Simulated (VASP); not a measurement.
# CoSi2 (Fm-3m) in VASP: notebook

The runs below take CoSi2 through single point, relaxation of cell and atoms, with PBEsol, PBE, BLYP+D4.

Everything below comes from runs of VASP 6.6.1. Logs are shortened: lines on timing, memory, paths and dates and some standing lists are left out, and cuts for length are marked.

### 1 The cell of the first run

It takes space group Fm-3m (No. 225, cubic). The conventional cell has a = 5.270 Å, b = 5.270 Å, c = 5.270 Å, α = 90.00°, β = 90.00°, γ = 90.00°. Co (site symmetry m-3m) has 8 Si at 2.28 Å within 3.0 Å. Si (site symmetry -43m) has 4 Co at 2.28 Å and 6 Si at 2.64 Å within 3.0 Å.

### 2 Single point, PBEsol, collinear spin, ferromagnetic start

File INCAR:

```
SYSTEM = CoSi2
PREC = Accurate
ENCUT = 520
EDIFF = 1E-6
ISMEAR = -1
SIGMA = 0.05
LREAL = .False.
LASPH = .True.
NELM = 150
ALGO = Normal
ISIF = 2
LWAVE = .False.
LCHARG = .False.
ISPIN = 2
MAGMOM = 2 0 0
LORBIT = 11
LMAXMIX = 4
GGA = PS
NBANDS = 20
```

File KPOINTS:

```
Automatic mesh
0
Gamma
  9 9 9
  0 0 0
```

File POSCAR:

```
CoSi2
1.0
    0.0000000000      2.6350827450      2.6350827450
    2.6350827450      0.0000000000      2.6350827450
    2.6350827450      2.6350827450      0.0000000000
Co Si
1 2
Direct
    0.0000000000      0.0000000000      0.0000000000
    0.7500000000      0.7500000000      0.7500000000
    0.2500000000      0.2500000000      0.2500000000
```

Potentials or basis: VASP PAW PBE potentials, release 64 (Co, Si).

Launch:

```bash
cat potpaw_PBE.64/Co/POTCAR potpaw_PBE.64/Si/POTCAR > POTCAR
mpirun -np 1 vasp_std > vasp.out
```

OUTCAR:

```text
SYSTEM = CoSi2
   PREC = Accurate
   ENCUT = 520
   EDIFF = 1E-6
   ISMEAR = -1
   LREAL = .False.
   LASPH = .True.
   NELM = 150
   ISIF = 2
   ISPIN = 2
   LORBIT = 11
   GGA = PS

 ion  position               nearest neighbor table
   1  0.000  0.000  0.000-   2 2.28   2 2.28   2 2.28   2 2.28   3 2.28   3 2.28   3 2.28   3 2.28

   2  0.750  0.750  0.750-   1 2.28   1 2.28   1 2.28   1 2.28   3 2.64   3 2.64   3 2.64   3 2.64
                             3 2.64   3 2.64
   3  0.250  0.250  0.250-   1 2.28   1 2.28   1 2.28   1 2.28   2 2.64   2 2.64   2 2.64   2 2.64
                             2 2.64   2 2.64

  LATTYP: Found a face centered cubic cell.
 ALAT       =     5.2701654900

  Lattice vectors:

 A1 = (   0.0000000000,   2.6350827450,   2.6350827450)
 A2 = (   2.6350827450,   0.0000000000,   2.6350827450)
 A3 = (   2.6350827450,   2.6350827450,   0.0000000000)

Analysis of symmetry for initial positions (statically):
=====================================================================
 Subroutine PRICEL returns:
 Original cell was already a primitive cell.

 Routine SETGRP: Setting up the symmetry group for a
 face centered cubic supercell.

 Subroutine GETGRP returns: Found 48 space group operations
 (whereof 48 operations were pure point group operations)
 out of a pool of 48 trial point group operations.

The static configuration has the point symmetry O_h .

Analysis of symmetry for dynamics (positions and initial velocities):
=====================================================================
 Subroutine PRICEL returns:
 Original cell was already a primitive cell.

 Routine SETGRP: Setting up the symmetry group for a
 face centered cubic supercell.

 Subroutine GETGRP returns: Found 48 space group operations
 (whereof 48 operations were pure point group operations)
 out of a pool of 48 trial point group operations.

The dynamic configuration has the point symmetry O_h .

Analysis of structural, dynamic, and magnetic symmetry:
=====================================================================
 Subroutine PRICEL returns:
 Original cell was already a primitive cell.

 Routine SETGRP: Setting up the symmetry group for a
 face centered cubic supercell.

 Subroutine GETGRP returns: Found 48 space group operations
 (whereof 48 operations were pure point group operations)
 out of a pool of 48 trial point group operations.

The overall configuration has the point symmetry O_h .

 Subroutine INISYM returns: Found 48 space group operations
 (whereof 48 operations are pure point group operations),
 and found     1 'primitive' translations

----------------------------------------------------------------------------------------

                                     Primitive cell

  volume of cell :      36.5942

  direct lattice vectors                    reciprocal lattice vectors
     0.000000000  2.635082745  2.635082745    -0.189747362  0.189747362  0.189747362
     2.635082745  0.000000000  2.635082745     0.189747362 -0.189747362  0.189747362
     2.635082745  2.635082745  0.000000000     0.189747362  0.189747362 -0.189747362

  length of vectors
     3.726569756  3.726569756  3.726569756     0.328652072  0.328652072  0.328652072

  position of ions in fractional coordinates (direct lattice)
     0.000000000  0.000000000  0.000000000
     0.750000000  0.750000000  0.750000000
     0.250000000  0.250000000  0.250000000

  ion indices of the primitive-cell ions
   primitive index   ion index
                 1           1
                 2           2
                 3           3

----------------------------------------------------------------------------------------

 KPOINTS: Automatic mesh

Automatic generation of k-mesh.
 Grid dimensions read from file:
 generate k-points for:    9    9    9

 Generating k-lattice:

  Cartesian coordinates                     Fractional coordinates (reciprocal lattice)
    -0.021083040  0.021083040  0.021083040     0.111111111  0.000000000  0.000000000
     0.021083040 -0.021083040  0.021083040     0.000000000  0.111111111  0.000000000
     0.021083040  0.021083040 -0.021083040     0.000000000  0.000000000  0.111111111

  Length of vectors
     0.036516897  0.036516897  0.036516897

  Shift w.r.t. Gamma in fractional coordinates (k-lattice)
     0.000000000  0.000000000  0.000000000

 Subroutine IBZKPT returns following result:
 ===========================================

 Found     35 irreducible k-points:

 Following reciprocal coordinates:
            Coordinates               Weight
  0.000000  0.000000  0.000000      1.000000
  0.111111  0.000000  0.000000      8.000000
  0.222222  0.000000  0.000000      8.000000
  0.333333  0.000000  0.000000      8.000000
  0.444444  0.000000  0.000000      8.000000
  0.111111  0.111111  0.000000      6.000000
[... 16 lines left out ...]
 -0.333333  0.333333  0.000000     12.000000
  0.444444  0.444444  0.000000      6.000000
 [... further k-points ...]
   k-points           NKPTS =     35   k-points in BZ     NKDIM =     35   number of bands    NBANDS=     20
   number of dos      NEDOS =    301   number of ions     NIONS =      3
   total plane-waves  NPLWV =  21952
   dimension x,y,z NGX =    28 NGY =   28 NGZ =   28
   dimension x,y,z NGXF=    56 NGYF=   56 NGZF=   56
   ions per type =               1   2
   NGX,Y,Z   is equivalent  to a cutoff of  12.49, 12.49, 12.49 a.u.
   NGXF,Y,Z  is equivalent  to a cutoff of  24.98, 24.98, 24.98 a.u.
 SYSTEM =  CoSi2
   PREC   = accura    normal or accurate (medium, high low for compatibility)
   ISTART =      0    job   : 0-new  1-cont  2-samecut
   ICHARG =      2    charge: 1-file 2-atom 10-const
   ISPIN  =      2    spin polarized calculation?
   LNONCOLLINEAR =      F non collinear calculations
   LSORBIT =      F    spin-orbit coupling
   LASPH  =      T    aspherical Exc in radial PAW
   ENCUT  =  520.0 eV  38.22 Ry    6.18 a.u.   6.93  6.93  6.93*2*pi/ulx,y,z
   NELM   =    150;   NELMIN=  2; NELMDL= -5     # of ELM steps
   EDIFF  = 0.1E-05   stopping-criterion for ELM
   LREAL  =      F    real-space projection
   EDIFFG = 0.1E-04   stopping-criterion for IOM
   NSW    =      0    number of steps for IOM
   IBRION =     -1    ionic relax: 0-MD 1-quasi-New 2-CG
   NFREE  =      0    steps in history (QN), initial steepest desc. (CG)
   ISIF   =      2    stress and relaxation
   ISYM   =      2    0-nonsym 1-usesym 2-fastsym
   POTIM  = 0.5000    time-step for ionic-motion
   TEBEG  =    0.0;   TEEND  =   0.0 temperature during run
   PSTRESS=    0.0 pullay stress
   NELECT =      17.0000    total number of electrons
   NUPDOWN=      -1.0000    fix difference up-down
   EMIN   =  10.00;   EMAX   =-10.00  energy-range for DOS
[... 5 lines left out ...]
     AMIX     =   0.40;   BMIX     =  1.00
     AMIX_MAG =   1.60;   BMIX_MAG =  1.00
  volume/ion in A,a.u.               =      12.20        82.32
  Fermi-wavevector in a.u.,A,eV,Ry     =   1.267905  2.395994 21.872513  1.607584
  Thomas-Fermi vector in A             =   2.401029
   LORBIT       =     11    0 simple, 1 ext, 2 COOP (PROOUT), +10 PAW based schemes
   GGA     = PS    functional components
   LHFCALC =     F    Hartree Fock is set to
   AEXX    =    0.0000 exact exchange contribution
   IVDW    =     0    specifies the selected vdW correction
   LEPSILON=     F    determine dielectric tensor
   LRPA    =     F    only Hartree local field effects (RPA)
 spin polarized calculation
  energy-cutoff  :      520.00
  volume of cell :       36.59
 maximum number of plane-waves:      1002
   NGX = 13   NGY = 13   NGZ = 13

 number of electron      17.0000008 magnetization      -0.0003608

 number of electron      17.0000008 magnetization       0.0000169

 Free energy of the ion-electron system (eV)
  ---------------------------------------------------
  ext. energy  EPLUGINS =         0.00000000
  ---------------------------------------------------
  free energy    TOTEN  =       -20.96730101 eV

  energy without entropy =      -20.95714078  energy(sigma->0) =      -20.96222089

 E-fermi :  10.6245     XC(G=0): -12.0788

 val. band max:       10.6118338797   @ k =  -0.2222   0.1111   0.0000
 cond. band min:      10.6431754348   @ k =   0.3333   0.1111   0.0000
 fundamental gap:      0.0313415551
 Fermi energy:        10.6245462993

 spin component 1

 k-point     1 :       0.0000    0.0000    0.0000
  band No.  band energies     occupation
      1      -2.8373      1.00000
      2       6.3608      1.00000
      3       6.3608      1.00000
      4       6.3608      1.00000
      5       8.5943      1.00000
      6       8.5943      1.00000
[... 12 lines left out ...]
     19      21.2095      0.00000
     20      26.5239      0.00000
[... 507 lines left out ...]
 k-point    24 :       0.4444    0.4444    0.0000
  band No.  band energies     occupation
      1       0.9875      1.00000
      2       3.6925      1.00000
      3       4.1464      1.00000
      4       6.8285      1.00000
      5       6.8285      1.00000
      6       8.6678      1.00000
[... 12 lines left out ...]
     19      26.1044      0.00000
     20      26.2583      0.00000

 [... further k-points ...]

 spin component 2

 k-point     1 :       0.0000    0.0000    0.0000
  band No.  band energies     occupation
      1      -2.8373      1.00000
      2       6.3607      1.00000
      3       6.3607      1.00000
      4       6.3607      1.00000
      5       8.5942      1.00000
      6       8.5942      1.00000
[... 12 lines left out ...]
     19      21.2096      0.00000
     20      26.5239      0.00000
[... 507 lines left out ...]
 k-point    24 :       0.4444    0.4444    0.0000
  band No.  band energies     occupation
      1       0.9875      1.00000
      2       3.6924      1.00000
      3       4.1464      1.00000
      4       6.8284      1.00000
      5       6.8284      1.00000
      6       8.6677      1.00000
[... 12 lines left out ...]
     19      26.1043      0.00000
     20      26.2582      0.00000

 [... further k-points ...]
[... 5 lines left out ...]
  --------------------------------------------------------------------------------------
  -------------------------------------------------------------------------------------
  Total        1.1664296      1.1664296      1.1664296      0.0000000      0.0000000     -0.0000000
  in kB       51.0688828     51.0688828     51.0688828      0.0000000      0.0000000     -0.0000000
  external PRESSURE =      51.0688828 kB  Pullay stress =       0.0000000 kB

 VOLUME and BASIS-vectors are now :
 -----------------------------------------------------------------------------
  energy-cutoff  :      520.00
  volume of cell :       36.59
      direct lattice vectors                 reciprocal lattice vectors
     0.000000000  2.635082745  2.635082745    -0.189747362  0.189747362  0.189747362
     2.635082745  0.000000000  2.635082745     0.189747362 -0.189747362  0.189747362
     2.635082745  2.635082745  0.000000000     0.189747362  0.189747362 -0.189747362

 POSITION                                       TOTAL-FORCE (eV/Angst)
 -----------------------------------------------------------------------------------
      0.00000      0.00000      0.00000        -0.000000      0.000000     -0.000000
      3.95262      3.95262      3.95262         0.000000      0.000000      0.000000
      1.31754      1.31754      1.31754        -0.000000     -0.000000     -0.000000
 -----------------------------------------------------------------------------------
    total drift:                               -0.000000     -0.000000      0.000000

  FREE ENERGIE OF THE ION-ELECTRON SYSTEM (eV)
  ---------------------------------------------------
  free  energy   TOTEN  =       -20.9673010069 eV

  energy  without entropy=      -20.9571407752  energy(sigma->0) =      -20.96222089

 total charge

# of ion       s       p       d       tot
------------------------------------------
    1        0.569   0.781   7.655   9.004
    2        0.717   0.904   0.000   1.621
    3        0.717   0.904   0.000   1.621
--------------------------------------------------
tot          2.002   2.588   7.655  12.245

 magnetization (x)

# of ion       s       p       d       tot
------------------------------------------
    1       -0.000  -0.000  -0.000  -0.000
    2        0.000  -0.000   0.000   0.000
    3        0.000  -0.000   0.000   0.000
--------------------------------------------------
tot         -0.000  -0.000  -0.000  -0.000
```

Run time: 52 s. Hardware: 1 thread of Intel Xeon Platinum 8375C at 2.90GHz (Ice Lake), shared host; peak memory 0.19 GiB.

What came out:

```
Free energy                                           : -20.9673 eV
Pressure                                              : 5.1 GPa
Net moment                                            : 0.00 μB per cell
Valence electrons inside the program's atomic spheres : Co 9.00; Si 1.62
```

Caveat: the starting moments collapsed, and a magnetic state may lie lower; the PAW data sets were made with another functional, which shifts forces and pressure a little.

[end of part 1 of 3]
